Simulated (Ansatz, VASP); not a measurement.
## Two plane-wave programs on ZnO

The input POSCAR:

```
ZnO
1.0
    0.0000000000      2.1337703963      2.1337703963
    2.1337703963      0.0000000000      2.1337703963
    2.1337703963      2.1337703963      0.0000000000
Zn O
1 1
Direct
    0.0000000000      0.0000000000      0.0000000000
    0.5000000000      0.5000000000      0.5000000000
```

INCAR.step1

```
SYSTEM = ZnO
PREC     = Accurate       ! precision mode
ENCUT    = 1000           ! plane-wave cutoff, eV
EDIFF    = 1E-5           ! SCF threshold, eV
ISMEAR   = 0              ! smearing method
SIGMA    = 0.01           ! smearing width, eV
LREAL    = .FALSE.        ! projectors in reciprocal space
LASPH    = .TRUE.         ! aspherical terms in the spheres
NELM     = 120            ! most SCF steps
ALGO     = Normal         ! electronic algorithm
ISIF     = 2              ! what is computed and relaxed
LWAVE    = .TRUE.         ! write WAVECAR
NBANDS   = 16             ! bands
GGA      = PE             ! functional
GGA_COMPAT= .FALSE.
```

INCAR.step2

```
SYSTEM = ZnO
PREC     = Accurate       ! precision mode
ENCUT    = 1000           ! plane-wave cutoff, eV
EDIFF    = 1E-6           ! SCF threshold, eV
ISMEAR   = 0              ! smearing method
SIGMA    = 0.01           ! smearing width, eV
LREAL    = .FALSE.        ! projectors in reciprocal space
LASPH    = .TRUE.         ! aspherical terms in the spheres
NELM     = 120            ! most SCF steps
ALGO     = Normal         ! electronic algorithm
ISIF     = 2              ! what is computed and relaxed
LWAVE    = .FALSE.        ! write WAVECAR
LCHARG   = .TRUE.         ! write CHGCAR
GGA      = PE             ! functional
LHFCALC  = .TRUE.         ! exact exchange
AEXX     = 1.0            ! exact-exchange fraction
HFSCREEN = 0.3            ! screening, 1/A
PRECFOCK = Normal       
LELF     = .TRUE.         ! ELF
LVHAR    = .TRUE.       
NBANDS   = 16             ! bands
ISTART   = 1            
ALDAC    = 1.0          
AGGAC    = 1.0          
GGA_COMPAT= .FALSE.
```

KPOINTS

```
Automatic mesh
0
G
  4 4 4
  0 0 0
```

Input for Ansatz:

```yaml
crystal:
  lattice:
    - [0.0, 2.1337703963, 2.1337703963]
    - [2.1337703963, 0.0, 2.1337703963]
    - [2.1337703963, 2.1337703963, 0.0]
  atoms:
    - { symbol: Zn, position: [0.0, 0.0, 0.0] }
    - { symbol: O, position: [0.5, 0.5, 0.5] }
kpoints:
  mp_grid: { grid: [4, 4, 4] }
hamiltonian:
  xc: { exchange: pbe, correlation: pbe, exx: { coeff: 1.0, omega: 0.3 } }
scf:
  occupations: { method: fixed }
  n_extra_bands: 4
output:
  forces: true
  stress: true
  eigenvalues: true
```

Alike in both runs: task single point; functional PBE-based screened hybrid with a share of 1.0 of exact exchange and HFSCREEN = 0.3; k mesh 4 × 4 × 4; no spin polarisation.

|  | VASP | Ansatz |
| --- | --- | --- |
| version | VASP 6.6.1 | Ansatz 0.2.0 |
| potentials or method | VASP PAW PBE potentials, release 64 (Zn, O_h) | plane waves |
| plane-wave cutoff (eV) | 1000 | 420 |
| occupations | gaussian, width 0.01 eV | fixed |
| valence electrons in the cell | 18 | 18 |

VASP gave:

| Quantity | Value |
| --- | --- |
| gap on the k mesh at the Fermi level (eV) | 7.71 |

Estimate Ansatz's values.

gap on the k mesh at the Fermi level (eV): 7.85.

VASP's potentials were made for PBE, not for PBE-based screened hybrid. Ansatz's warnings: stress exchange threshold loose, stress scf threshold loose.

The k mesh is coarse, so the values compare programs but aren't converged.
